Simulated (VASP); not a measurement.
# BN (F-43m) in VASP: a series of runs

Runs on BN. Level: PBEsol. Tasks: single point.

Everything below comes from runs of VASP 6.6.1. Logs are shortened: lines on timing, memory, paths and dates and some standing lists are left out, and cuts for length are marked.

### 1 The cell of the first run

Symmetry: F-43m, No. 216, cubic system. Conventional cell: a = 3.626 Å, b = 3.626 Å, c = 3.626 Å, α = 90.00°, β = 90.00°, γ = 90.00°. B (site symmetry -43m) has 4 N at 1.57 Å within 2.1 Å. N (site symmetry -43m) has 4 B at 1.57 Å within 2.1 Å.

### 2 Single point, PBEsol

Contents of INCAR:

```
SYSTEM = BN
ALGO = Normal
EDIFF = 1E-6
ENCUT = 520
GGA = PS
ISIF = 2
ISMEAR = 0
LASPH = .TRUE.
LCHARG = .FALSE.
LREAL = .FALSE.
LWAVE = .FALSE.
NBANDS = 11
NELM = 60
PREC = Accurate
SIGMA = 0.05
```

Contents of KPOINTS:

```
k-points
0
G
  12 12 12
  0 0 0
```

Contents of POSCAR:

```
BN
1.0
    0.0000000000      1.8130010000      1.8130010000
    1.8130010000      0.0000000000      1.8130010000
    1.8130010000      1.8130010000      0.0000000000
B N
1 1
Direct
    0.0000000000      0.0000000000      0.0000000000
    0.7500000000      0.7500000000      0.7500000000
```

Potentials or basis: VASP PAW PBE potentials, release 64 (B, N).

Started as:

```sh
$ cat potpaw_PBE.64/B/POTCAR potpaw_PBE.64/N/POTCAR > POTCAR
$ mpirun -np 1 vasp_std > vasp.out
```

OUTCAR:

```text
SYSTEM = BN
   EDIFF = 1E-6
   ENCUT = 520
   GGA = PS
   ISIF = 2
   ISMEAR = 0
   LASPH = .TRUE.
   LREAL = .FALSE.
   NELM = 60
   PREC = Accurate

 ion  position               nearest neighbor table
   1  0.000  0.000  0.000-   2 1.57   2 1.57   2 1.57   2 1.57
   2  0.750  0.750  0.750-   1 1.57   1 1.57   1 1.57   1 1.57

  LATTYP: Found a face centered cubic cell.
 ALAT       =     3.6260020000

  Lattice vectors:

 A1 = (   0.0000000000,   1.8130010000,   1.8130010000)
 A2 = (   1.8130010000,   0.0000000000,   1.8130010000)
 A3 = (   1.8130010000,   1.8130010000,   0.0000000000)

Analysis of symmetry for initial positions (statically):
=====================================================================
 Subroutine PRICEL returns:
 Original cell was already a primitive cell.

 Routine SETGRP: Setting up the symmetry group for a
 face centered cubic supercell.

 Subroutine GETGRP returns: Found 24 space group operations
 (whereof 24 operations were pure point group operations)
 out of a pool of 48 trial point group operations.

The static configuration has the point symmetry T_d .

Analysis of symmetry for dynamics (positions and initial velocities):
=====================================================================
 Subroutine PRICEL returns:
 Original cell was already a primitive cell.

 Routine SETGRP: Setting up the symmetry group for a
 face centered cubic supercell.

 Subroutine GETGRP returns: Found 24 space group operations
 (whereof 24 operations were pure point group operations)
 out of a pool of 48 trial point group operations.

The dynamic configuration has the point symmetry T_d .

 Subroutine INISYM returns: Found 24 space group operations
 (whereof 24 operations are pure point group operations),
 and found     1 'primitive' translations

----------------------------------------------------------------------------------------

                                     Primitive cell

  volume of cell :      11.9186

  direct lattice vectors                    reciprocal lattice vectors
     0.000000000  1.813001000  1.813001000    -0.275785838  0.275785838  0.275785838
     1.813001000  0.000000000  1.813001000     0.275785838 -0.275785838  0.275785838
     1.813001000  1.813001000  0.000000000     0.275785838  0.275785838 -0.275785838

  length of vectors
     2.563970603  2.563970603  2.563970603     0.477675083  0.477675083  0.477675083

  position of ions in fractional coordinates (direct lattice)
     0.000000000  0.000000000  0.000000000
     0.750000000  0.750000000  0.750000000

  ion indices of the primitive-cell ions
   primitive index   ion index
                 1           1
                 2           2

----------------------------------------------------------------------------------------

 KPOINTS: k-points

Automatic generation of k-mesh.
 Grid dimensions read from file:
 generate k-points for:   12   12   12

 Generating k-lattice:

  Cartesian coordinates                     Fractional coordinates (reciprocal lattice)
    -0.022982153  0.022982153  0.022982153     0.083333333  0.000000000  0.000000000
     0.022982153 -0.022982153  0.022982153     0.000000000  0.083333333  0.000000000
     0.022982153  0.022982153 -0.022982153     0.000000000  0.000000000  0.083333333

  Length of vectors
     0.039806257  0.039806257  0.039806257

  Shift w.r.t. Gamma in fractional coordinates (k-lattice)
     0.000000000  0.000000000  0.000000000

 Subroutine IBZKPT returns following result:
 ===========================================

 Found     72 irreducible k-points:

 Following reciprocal coordinates:
            Coordinates               Weight
  0.000000  0.000000  0.000000      1.000000
  0.083333  0.000000  0.000000      8.000000
  0.166667  0.000000  0.000000      8.000000
  0.250000  0.000000  0.000000      8.000000
  0.333333  0.000000  0.000000      8.000000
  0.416667  0.000000  0.000000      8.000000
[... 16 lines left out ...]
  0.500000  0.166667  0.000000     24.000000
 -0.416667  0.166667  0.000000     24.000000
 [... further k-points ...]
   k-points           NKPTS =     72   k-points in BZ     NKDIM =     72   number of bands    NBANDS=     11
   number of dos      NEDOS =    301   number of ions     NIONS =      2
   total plane-waves  NPLWV =   8000
   dimension x,y,z NGX =    20 NGY =   20 NGZ =   20
   dimension x,y,z NGXF=    40 NGYF=   40 NGZF=   40
   ions per type =               1   1
   NGX,Y,Z   is equivalent  to a cutoff of  12.97, 12.97, 12.97 a.u.
   NGXF,Y,Z  is equivalent  to a cutoff of  25.94, 25.94, 25.94 a.u.
 SYSTEM =  BN
   PREC   = accura    normal or accurate (medium, high low for compatibility)
   ISTART =      0    job   : 0-new  1-cont  2-samecut
   ICHARG =      2    charge: 1-file 2-atom 10-const
   ISPIN  =      1    spin polarized calculation?
   LNONCOLLINEAR =      F non collinear calculations
   LSORBIT =      F    spin-orbit coupling
   LASPH  =      T    aspherical Exc in radial PAW
   ENCUT  =  520.0 eV  38.22 Ry    6.18 a.u.   4.77  4.77  4.77*2*pi/ulx,y,z
   NELM   =     60;   NELMIN=  2; NELMDL= -5     # of ELM steps
   EDIFF  = 0.1E-05   stopping-criterion for ELM
   LREAL  =      F    real-space projection
   EDIFFG = 0.1E-04   stopping-criterion for IOM
   NSW    =      0    number of steps for IOM
   IBRION =     -1    ionic relax: 0-MD 1-quasi-New 2-CG
   NFREE  =      0    steps in history (QN), initial steepest desc. (CG)
   ISIF   =      2    stress and relaxation
   ISYM   =      2    0-nonsym 1-usesym 2-fastsym
   POTIM  = 0.5000    time-step for ionic-motion
   TEBEG  =    0.0;   TEEND  =   0.0 temperature during run
   PSTRESS=    0.0 pullay stress
   NELECT =       8.0000    total number of electrons
   NUPDOWN=      -1.0000    fix difference up-down
   EMIN   =  10.00;   EMAX   =-10.00  energy-range for DOS
   EFERMI =   0.00;   METHOD = LEGACY
   ISMEAR =     0;   SIGMA  =   0.05  broadening in eV -4-tet -1-fermi 0-gaus
   EFERMI_NEDOS =   21; number of points for ismear=-14 and -15
   IALGO  =     38    algorithm
   IMIX   =      4    mixing-type and parameters
     AMIX     =   0.40;   BMIX     =  1.00
     AMIX_MAG =   1.60;   BMIX_MAG =  1.00
  volume/ion in A,a.u.               =       5.96        40.22
  Fermi-wavevector in a.u.,A,eV,Ry     =   1.433387  2.708709 27.954506  2.054598
  Thomas-Fermi vector in A             =   2.552911
   LORBIT       =      0    0 simple, 1 ext, 2 COOP (PROOUT), +10 PAW based schemes
   GGA     = PS    functional components
   LHFCALC =     F    Hartree Fock is set to
   AEXX    =    0.0000 exact exchange contribution
   IVDW    =     0    specifies the selected vdW correction
   LEPSILON=     F    determine dielectric tensor
   LRPA    =     F    only Hartree local field effects (RPA)
 non-spin polarized calculation
 Gauss-broadening in eV      SIGMA  =   0.05
  energy-cutoff  :      520.00
  volume of cell :       11.92
 maximum number of plane-waves:       332
   NGX =  9   NGY =  9   NGZ =  9

 number of electron       7.9999999 magnetization

 Free energy of the ion-electron system (eV)
  ---------------------------------------------------
  ext. energy  EPLUGINS =         0.00000000
  ---------------------------------------------------
  free energy    TOTEN  =       -18.34395642 eV

  energy without entropy =      -18.34395642  energy(sigma->0) =      -18.34395642

 E-fermi :   7.4688     XC(G=0): -12.9717

 val. band max:        7.2509143449   @ k =   0.0000   0.0000   0.0000
 cond. band min:      11.5180592759   @ k =   0.5000   0.5000   0.0000
 fundamental gap:      4.2671449310
 Fermi energy:         7.4687709816

 k-point     1 :       0.0000    0.0000    0.0000
  band No.  band energies     occupation
      1     -12.8984      2.00000
      2       7.2509      2.00000
      3       7.2509      2.00000
      4       7.2509      2.00000
      5      15.9699      0.00000
      6      15.9699      0.00000
      7      15.9699      0.00000
      8      17.3718      0.00000
      9      31.5906      0.00000
     10      34.8289      0.00000
     11      34.8289      0.00000

 k-point     2 :       0.0833    0.0000    0.0000
  band No.  band energies     occupation
      1     -12.7297      2.00000
      2       6.3370      2.00000
      3       7.0706      2.00000
      4       7.0706      2.00000
      5      16.1563      0.00000
      6      16.2427      0.00000
      7      16.2427      0.00000
      8      17.9552      0.00000
      9      31.3799      0.00000
     10      32.5410      0.00000
     11      32.5410      0.00000

 k-point     3 :       0.1667    0.0000    0.0000
  band No.  band energies     occupation
      1     -12.2297      2.00000
      2       4.2374      2.00000
      3       6.6322      2.00000
      4       6.6322      2.00000
      5      16.4441      0.00000
      6      16.8751      0.00000
      7      16.8751      0.00000
      8      19.2957      0.00000
      9      30.8203      0.00000
     10      30.9888      0.00000
     11      30.9888      0.00000

 k-point     4 :       0.2500    0.0000    0.0000
  band No.  band energies     occupation
      1     -11.4214      2.00000
      2       1.7738      2.00000
      3       6.1267      2.00000
      4       6.1267      2.00000
      5      16.7345      0.00000
      6      17.4753      0.00000
      7      17.4753      0.00000
      8      20.6126      0.00000
      9      30.2780      0.00000
     10      30.5866      0.00000
     11      30.5866      0.00000
[... 239 lines left out ...]
 k-point    22 :       0.4167    0.1667    0.0000
  band No.  band energies     occupation
      1      -9.4698      2.00000
      2      -0.9185      2.00000
      3       4.1210      2.00000
      4       4.3021      2.00000
      5      15.5894      0.00000
      6      19.5033      0.00000
      7      19.9949      0.00000
      8      20.8135      0.00000
      9      27.3273      0.00000
     10      33.1848      0.00000
     11      35.3670      0.00000

 k-point    23 :       0.5000    0.1667    0.0000
  band No.  band energies     occupation
      1      -8.4970      2.00000
      2      -2.4795      2.00000
      3       3.5352      2.00000
      4       4.3759      2.00000
      5      15.9372      0.00000
      6      19.4263      0.00000
      7      19.7492      0.00000
      8      22.1173      0.00000
      9      27.6960      0.00000
     10      33.3685      0.00000
     11      34.5674      0.00000

 k-point    24 :      -0.4167    0.1667    0.0000
  band No.  band energies     occupation
      1      -8.3099      2.00000
      2      -2.7503      2.00000
      3       3.1327      2.00000
      4       4.6912      2.00000
      5      16.3886      0.00000
      6      19.2746      0.00000
      7      19.3565      0.00000
      8      22.7327      0.00000
      9      27.9823      0.00000
     10      32.3239      0.00000
     11      33.6255      0.00000

 [... further k-points ...]
[... 5 lines left out ...]
  --------------------------------------------------------------------------------------
  -------------------------------------------------------------------------------------
  Total       -0.4272116     -0.4272116     -0.4272116     -0.0000000     -0.0000000     -0.0000000
  in kB      -57.4287632    -57.4287632    -57.4287632     -0.0000000     -0.0000000     -0.0000000
  external PRESSURE =     -57.4287632 kB  Pullay stress =       0.0000000 kB

 VOLUME and BASIS-vectors are now :
 -----------------------------------------------------------------------------
  energy-cutoff  :      520.00
  volume of cell :       11.92
      direct lattice vectors                 reciprocal lattice vectors
     0.000000000  1.813001000  1.813001000    -0.275785838  0.275785838  0.275785838
     1.813001000  0.000000000  1.813001000     0.275785838 -0.275785838  0.275785838
     1.813001000  1.813001000  0.000000000     0.275785838  0.275785838 -0.275785838

 POSITION                                       TOTAL-FORCE (eV/Angst)
 -----------------------------------------------------------------------------------
      0.00000      0.00000      0.00000         0.000000      0.000000      0.000000
      2.71950      2.71950      2.71950        -0.000000     -0.000000     -0.000000
 -----------------------------------------------------------------------------------
    total drift:                               -0.000000     -0.000000     -0.000000

  FREE ENERGIE OF THE ION-ELECTRON SYSTEM (eV)
  ---------------------------------------------------
  free  energy   TOTEN  =       -18.3439564168 eV

  energy  without entropy=      -18.3439564168  energy(sigma->0) =      -18.34395642
```

Run time: 7.6 s. Hardware: 1 thread of Intel Xeon 6975P-C (Granite Rapids), shared host; peak memory 0.11 GiB.

What came out:

| Property | Result |
| --- | --- |
| Free energy | -18.3440 eV |
| Pressure | -5.7 GPa |
| Band gap on the k mesh | 4.27 eV, indirect (least direct gap 8.72 eV) |

Levels at points of the mesh, in eV from the valence-band top:
```csv
k point,band 1,band 2,band 3,band 4,band 5,band 6,band 7,band 8,band 9
"(0.00, 0.00, 0.00)",-20.15,0.00,0.00,0.00,8.72,8.72,8.72,10.12,24.34
"(0.50, 0.00, 0.00)",-15.92,-10.69,-1.93,-1.93,9.97,10.57,10.57,14.98,23.05
"(0.50, 0.50, 0.00)",-14.56,-8.91,-4.89,-4.89,4.27,9.04,17.74,17.74,20.46
```

Caveat: the PAW data sets were made with another functional, which shifts forces and pressure a little. As with any semilocal functional, this PBEsol gap is likely too small.

### 3 Single point, PBEsol

Contents of INCAR:

```
ALGO     = Normal         # electronic algorithm
EDIFF    = 1E-7           # SCF threshold, eV
ENCUT    = 520            # plane-wave cutoff, eV
GGA      = PS             # functional
ISIF     = 2              # what is computed and relaxed
ISMEAR   = 0              # smearing method
LASPH    = T              # aspherical terms in the spheres
LCHARG   = F              # write CHGCAR
LREAL    = F              # projectors in reciprocal space
LWAVE    = F              # write WAVECAR
NBANDS   = 11             # bands
NELM     = 80             # most SCF steps
PREC     = Accurate       # precision mode
SIGMA    = 0.05           # smearing width, eV
```

Contents of KPOINTS:

```
k-points
0
Gamma
  12 12 12
```

POSCAR is that of step 2.

Potentials or basis: VASP PAW PBE potentials, release 64 (B, N).

Started as:

```sh
$ cat potpaw_PBE.64/B/POTCAR potpaw_PBE.64/N/POTCAR > POTCAR
$ mpirun -np 1 vasp_std > vasp.out
```

It took 6.9 s on 1 thread of Intel Xeon 6975P-C (Granite Rapids), shared host; peak memory 0.11 GiB.

Results (log left out):

| Quantity | Value |
| --- | --- |
| Free energy | -18.3440 eV |
| Pressure | -5.7 GPa |
| Band gap on the k mesh | 4.27 eV, indirect (least direct gap 8.72 eV) |

Levels at points of the mesh, in eV from the valence-band top:
```tsv
k point	band 1	band 2	band 3	band 4	band 5	band 6	band 7	band 8
(0.00, 0.00, 0.00)	-20.15	0.00	0.00	0.00	8.72	8.72	8.72	10.12
(0.50, 0.00, 0.00)	-15.92	-10.69	-1.93	-1.93	9.97	10.57	10.57	14.98
(0.50, 0.50, 0.00)	-14.56	-8.91	-4.89	-4.89	4.27	9.04	17.74	17.74
```

Caveat: the PAW data sets were made with another functional, which shifts forces and pressure a little. PBEsol gaps usually lie below the measured ones, often by a third to a half.
